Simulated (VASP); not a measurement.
# CdS in VASP: notebook, part 2 of 2

VASP 6.6.1. The steps go on from the part before.

## Step 4: Single point, BLYP, collinear spin (the cell strained at random)

The input, INCAR:

```
AGGAC    = 1.0          
AGGAX    = 1.0          
ALDAC    = 0.0          
ALDAX    = 1.0          
ALGO     = Normal         # electronic algorithm
EDIFF    = 1E-6           # SCF threshold, eV
ENCUT    = 520            # plane-wave cutoff, eV
GGA      = B5             # functional
ISIF     = 2              # what is computed and relaxed
ISMEAR   = -1             # smearing method
ISPIN    = 2              # spin polarisation
LASPH    = True           # aspherical terms in the spheres
LCHARG   = False          # write CHGCAR
LORBIT   = 11             # projections on sites
LREAL    = False          # projectors in reciprocal space
LWAVE    = False          # write WAVECAR
MAGMOM   = 0.5 0          # initial moments
NBANDS   = 20             # bands
NELM     = 150            # most SCF steps
PREC     = Accurate       # precision mode
SIGMA    = 0.025          # smearing width, eV
```

The input, KPOINTS:

```
k-points
0
Gamma
  6 6 6
```

The input, POSCAR:

```
CdS
1.0
   -0.0008059943      3.0139821346      3.0204461048
    3.0214034555     -0.0008191954      3.0206494760
    3.0212975680      3.0140166663     -0.0008792207
Cd S
1 1
Direct
    0.0000080231      0.0000045317      0.0000323965
    0.7499919769      0.7499954683      0.7499676035
```

Potentials or basis: VASP PAW PBE potentials, release 64 (Cd, S).

Run with:

```
cat potpaw_PBE.64/Cd/POTCAR potpaw_PBE.64/S/POTCAR > POTCAR
mpirun -np 1 vasp_std > vasp.out
```

OUTCAR:

```text
EDIFF = 1E-6
   ENCUT = 520
   GGA = B5
   ISIF = 2
   ISMEAR = -1
   ISPIN = 2
   LASPH = True
   LORBIT = 11
   LREAL = False
   NELM = 150
   PREC = Accurate

 ion  position               nearest neighbor table
   1  0.000  0.000  0.000-   2 2.61   2 2.61   2 2.61   2 2.61
   2  0.750  0.750  0.750-   1 2.61   1 2.61   1 2.61   1 2.61

  LATTYP: Found a triclinic cell.
 ALAT       =     4.2683569379
 B/A-ratio  =     1.4155270963
 C/A-ratio  =     1.0001071938
 COS(alpha) =     0.0000653965
 COS(beta)  =     0.4988833503
 COS(gamma) =     0.7079901405

  Lattice vectors:

 A1 = (  -0.0001058875,   3.0148358617,  -3.0215286967)
 A2 = (   0.0007001068,   0.0008537271,  -6.0419748015)
 A3 = (  -3.0222094498,   3.0148013300,  -0.0002033712)

Analysis of symmetry for initial positions (statically):
=====================================================================
 Subroutine PRICEL returns:
 Original cell was already a primitive cell.

 Routine SETGRP: Setting up the symmetry group for a
[... 742 lines left out ...]
     20      19.5598      0.00000

 [... further k-points ...]

 spin component 2

 k-point     1 :       0.0000    0.0000    0.0000
  band No.  band energies     occupation
      1     -10.9320      1.00000
      2      -6.6128      1.00000
      3      -6.6127      1.00000
      4      -6.6116      1.00000
      5      -6.2682      1.00000
      6      -6.2678      1.00000
[... 541 lines left out ...]
     19      16.9797      0.00000
     20      19.5625      0.00000

 [... further k-points ...]
[... 5 lines left out ...]
  --------------------------------------------------------------------------------------
  -------------------------------------------------------------------------------------
  Total        0.0826319      0.0994520      0.0843836      0.0035065      0.0034048      0.0020521
  in kB        2.4055722      2.8952373      2.4565657      0.1020821      0.0991207      0.0597403
  external PRESSURE =       2.5857917 kB  Pullay stress =       0.0000000 kB

 VOLUME and BASIS-vectors are now :
 -----------------------------------------------------------------------------
  energy-cutoff  :      520.00
  volume of cell :       55.04
      direct lattice vectors                 reciprocal lattice vectors
    -0.000805994  3.013982135  3.020446105    -0.165426793  0.165874693  0.165513070
     3.021403455 -0.000819195  3.020649476     0.165463818 -0.165815247  0.165504544
     3.021297568  3.014016666 -0.000879221     0.165469870  0.165865308 -0.165466190

 POSITION                                       TOTAL-FORCE (eV/Angst)
 -----------------------------------------------------------------------------------
      0.00011      0.00012      0.00004         0.000533      0.000052      0.000925
      4.53131      4.52026      4.53012        -0.000533     -0.000052     -0.000925
 -----------------------------------------------------------------------------------
    total drift:                                0.000004      0.000006      0.000001

  FREE ENERGIE OF THE ION-ELECTRON SYSTEM (eV)
  ---------------------------------------------------
  free  energy   TOTEN  =        -5.2153954428 eV

  energy  without entropy=       -5.2153954424  energy(sigma->0) =       -5.21539544

 total charge

# of ion       s       p       d       tot
------------------------------------------
    1        0.417   0.271   9.570  10.258
    2        1.339   2.372   0.000   3.711
--------------------------------------------------
tot          1.756   2.643   9.570  13.970

 magnetization (x)

# of ion       s       p       d       tot
------------------------------------------
    1        0.000   0.000   0.000   0.000
    2       -0.000   0.000   0.000  -0.000
--------------------------------------------------
tot          0.000   0.000   0.000   0.000
```

Wall time 3 min (1 thread of Intel Xeon 8259CL, shared host); peak memory 0.33 GiB.

What came out:

```yaml
Free_energy: -5.2154 eV
Pressure: 0.3 GPa
Band_gap_on_the_k_mesh: 0.86 eV
Net_moment: 0.00 μB per cell
Valence_electrons_inside_the_program's_atomic_spheres: Cd 10.26; S 3.71
```

Levels at points of the mesh, in eV from the valence-band top:
Spin up:
| k point | band 6 | band 7 | band 8 | band 9 | band 10 | band 11 | band 12 | band 13 |
| --- | --- | --- | --- | --- | --- | --- | --- | --- |
| (0.00, 0.00, 0.00) | -7.13 | -0.01 | -0.01 | 0.00 | 0.86 | 6.53 | 6.53 | 6.53 |
| (0.50, 0.00, 0.00) | -6.83 | -3.81 | -0.62 | -0.61 | 2.79 | 6.98 | 7.00 | 7.18 |
| (0.00, 0.50, 0.00) | -6.83 | -3.81 | -0.62 | -0.61 | 2.79 | 6.98 | 7.00 | 7.18 |
| (0.50, 0.50, 0.00) | -6.78 | -3.53 | -1.54 | -1.53 | 3.78 | 4.14 | 8.86 | 10.08 |
| (0.00, 0.00, 0.50) | -6.83 | -3.81 | -0.62 | -0.61 | 2.79 | 6.98 | 7.00 | 7.18 |
| (0.50, 0.00, 0.50) | -6.77 | -3.52 | -1.54 | -1.54 | 3.77 | 4.13 | 8.88 | 10.09 |
| (0.00, 0.50, 0.50) | -6.78 | -3.53 | -1.54 | -1.53 | 3.78 | 4.14 | 8.86 | 10.08 |
| (0.50, 0.50, 0.50) | -6.83 | -3.81 | -0.62 | -0.61 | 2.79 | 6.98 | 6.99 | 7.18 |
Spin down:
| k point | band 6 | band 7 | band 8 | band 9 | band 10 | band 11 | band 12 | band 13 |
| --- | --- | --- | --- | --- | --- | --- | --- | --- |
| (0.00, 0.00, 0.00) | -7.13 | -0.01 | -0.01 | 0.00 | 0.86 | 6.53 | 6.53 | 6.53 |
| (0.50, 0.00, 0.00) | -6.83 | -3.81 | -0.62 | -0.61 | 2.79 | 6.98 | 7.00 | 7.18 |
| (0.00, 0.50, 0.00) | -6.83 | -3.81 | -0.62 | -0.61 | 2.79 | 6.98 | 7.00 | 7.18 |
| (0.50, 0.50, 0.00) | -6.78 | -3.53 | -1.54 | -1.53 | 3.78 | 4.14 | 8.86 | 10.08 |
| (0.00, 0.00, 0.50) | -6.83 | -3.81 | -0.62 | -0.61 | 2.79 | 6.98 | 7.00 | 7.18 |
| (0.50, 0.00, 0.50) | -6.77 | -3.52 | -1.54 | -1.54 | 3.77 | 4.13 | 8.88 | 10.09 |
| (0.00, 0.50, 0.50) | -6.78 | -3.53 | -1.54 | -1.53 | 3.78 | 4.14 | 8.86 | 10.08 |
| (0.50, 0.50, 0.50) | -6.83 | -3.81 | -0.62 | -0.61 | 2.79 | 6.98 | 6.99 | 7.18 |

Caveat: the cell differs from its parent crystal (the cell strained at random); the PAW data sets were made with another functional, which shifts forces and pressure a little.

## Step 5: Single point, PBE

The input, INCAR:

```
  ALGO = Normal
  EDIFF = 1E-7
  ENCUT = 520
  GGA = PE
  ISIF = 2
  ISMEAR = -1
  LASPH = True
  LCHARG = False
  LREAL = False
  LWAVE = False
  NBANDS = 16
  NELM = 100
  PREC = Accurate
  SIGMA = 0.02
```

The input, KPOINTS:

```
k-points
0
Gamma
  5 5 5
```

The input, POSCAR:

```
CdS
1.0
    0.0000000000      2.9165000000      2.9165000000
    2.9165000000      0.0000000000      2.9165000000
    2.9165000000      2.9165000000      0.0000000000
Cd S
1 1
Direct
    0.0000000000      0.0000000000      0.0000000000
    0.7500000000      0.7500000000      0.7500000000
```

Run with:

```
cat potpaw_PBE.64/Cd/POTCAR potpaw_PBE.64/S/POTCAR > POTCAR
mpirun -np 1 vasp_std > vasp.out
```

It took 17 s on 1 thread of Intel Xeon 8259CL, shared host; peak memory 0.17 GiB.

It converged, with:

```yaml
Free_energy: -6.1131 eV
Pressure: 3.2 GPa
Band_gap_on_the_k_mesh: 1.15 eV
```

Levels at points of the mesh, in eV from the valence-band top:
| k point | band 5 | band 6 | band 7 | band 8 | band 9 | band 10 | band 11 | band 12 | band 13 | band 14 |
| --- | --- | --- | --- | --- | --- | --- | --- | --- | --- | --- |
| (0.00, 0.00, 0.00) | -7.26 | -7.26 | 0.00 | 0.00 | 0.00 | 1.15 | 6.54 | 6.54 | 6.54 | 11.44 |

Caveat: the cell stands under pressure.

## Step 6: Single point, PBE

The input, INCAR:

```
SYSTEM = CdS
PREC = Accurate ; ENCUT = 520
EDIFF = 1E-7 ; ISMEAR = 0
SIGMA = 0.019000000000000003 ; LREAL = .FALSE.
LASPH = .TRUE. ; NELM = 100
ALGO = Normal ; ISIF = 2
LWAVE = .FALSE. ; LCHARG = .TRUE.
GGA = PE ; LELF = .TRUE.
LVHAR = .TRUE. ; NBANDS = 16
```

The input, KPOINTS:

```
Automatic mesh
0
G
  8 8 8
  0 0 0
```

POSCAR is that of step 5.

Potentials or basis: VASP PAW PBE potentials, release 64 (Cd, S).

Run with:

```
cat potpaw_PBE.64/Cd/POTCAR potpaw_PBE.64/S/POTCAR > POTCAR
mpirun -np 1 vasp_std > vasp.out
```

Run time: 41 s. Hardware: 1 thread of Intel Xeon 8259CL, shared host; peak memory 0.18 GiB.

It converged, with:

* Free energy: -6.1213 eV
* Pressure: 3.2 GPa
* Band gap on the k mesh: 1.15 eV

Levels at points of the mesh, in eV from the valence-band top:
```
           k point  band 7  band 8  band 9  band 10  band 11  band 12
(0.00, 0.00, 0.00)    0.00    0.00    0.00     1.15     6.55     6.55
(0.50, 0.00, 0.00)   -4.40   -0.75   -0.75     3.02     7.01     7.01
(0.50, 0.50, 0.00)   -3.95   -1.88   -1.88     3.55     4.35     9.23
```

Caveat: the cell stands under pressure.

## Step 7: The runs side by side

```tsv
level	spin	cell	k mesh	smearing	grid for exact exchange (PRECFOCK)	share of exact exchange	screening parameter	gap on the mesh (eV)	pressure (GPa)	moment (μB)
HSE06	off	a = 4.125 Å, angles 60.0°, 2 atoms	6 × 6 × 6	fermi-dirac 0.05 eV	Normal	0.25	0.2079 1/Å	2.17	2.0	-
PBE+D3(BJ)	non-collinear, zero start, SOC	a = 4.205 Å, angles 60.0°, 2 atoms	8 × 8 × 8	fermi-dirac 0.1 eV	-	-	-	-	-2.3	0.00
BLYP	collinear	a = 4.267, b = 4.272, c = 4.268 Å, angles 60.0, 60.1, 60.0°, 2 atoms	6 × 6 × 6	fermi-dirac 0.025 eV	-	-	-	0.86	0.3	0.00
PBE	off	a = 4.125 Å, angles 60.0°, 2 atoms	5 × 5 × 5	fermi-dirac 0.02 eV	-	-	-	1.15	3.2	-
PBE	off	a = 4.125 Å, angles 60.0°, 2 atoms	8 × 8 × 8	gaussian 0.019 eV	-	-	-	1.15	3.2	-
```

Alike in all rows: task single point; potentials or basis VASP PAW PBE potentials, release 64 (Cd, S); cutoff (eV) 520.

On the cell as given the gap runs from 1.15 eV (PBE) to 2.17 eV (HSE06); the meshes differ, which moves gaps too. The pressure there spans 2.0 GPa (HSE06) to 3.2 GPa (PBE); a positive pressure means that this level wants a larger cell, a negative one a smaller.

Caveats: the PAW data sets were made with another functional, which shifts forces and pressure a little (at least some runs); the cell stands under pressure (at least some runs).

Absolute energies hang on the potentials; compare differences alone.
